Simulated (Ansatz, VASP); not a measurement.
**TePb: VASP beside Ansatz**

The input INCAR:

```
PREC = Accurate
ENCUT = 500
EDIFF = 1E-6
ISMEAR = 0
SIGMA = 0.05
LREAL = False
LASPH = True
NELM = 120
ALGO = Normal
ISIF = 2
LWAVE = False
LCHARG = False
GGA = PE
NBANDS = 17
GGA_COMPAT = False
```

The input KPOINTS:

```
regular mesh
0
Gamma
  9 9 9
```

POSCAR

```
TePb
1.0
    0.0000000000      3.2270013417      3.2270013417
    3.2270013417      0.0000000000      3.2270013417
    3.2270013417      3.2270013417      0.0000000000
Pb Te
1 1
Direct
    0.5000000000      0.5000000000      0.5000000000
    0.0000000000      0.0000000000      0.0000000000
```

Input for Ansatz:

```yaml
crystal:
  lattice:
    - [0.0, 3.2270013417, 3.2270013417]
    - [3.2270013417, 0.0, 3.2270013417]
    - [3.2270013417, 3.2270013417, 0.0]
  atoms:
    - { symbol: Pb, position: [0.5, 0.5, 0.5] }
    - { symbol: Te, position: [0.0, 0.0, 0.0] }
basis:
  ecutwfc: 420
  ecutrho_ratio: 4
kpoints:
  mp_grid: { grid: [9, 9, 9] }
hamiltonian:
  xc: pbe
scf:
  occupations: { method: gaussian, width: 0.05 }
  initial_density: { chi_scale: 0.1 }
output:
  forces: true
  stress: true
```

Alike in both runs: task single point; functional PBE; k mesh 9 × 9 × 9; occupations gaussian, width 0.05 eV; no spin polarisation.

```csv
,VASP,Ansatz
version,VASP 6.6.1,Ansatz 0.2.0
potentials or method,"VASP PAW PBE potentials, release 64 (Pb_d, Te), cutoff 500 eV","scalar-relativistic, plane waves, PAW"
valence electrons in the cell,20,30
```

Ansatz gave:

```
pressure (GPa) : 2.3
```

**Question.** Estimate VASP's values.

**Answer.** Pressure (GPa): 2.2.

VASP's potentials hold 20 valence electrons a cell and Ansatz's 30, so a difference there can come from the potentials and not from the codes.

Neither program's run includes spin-orbit coupling.
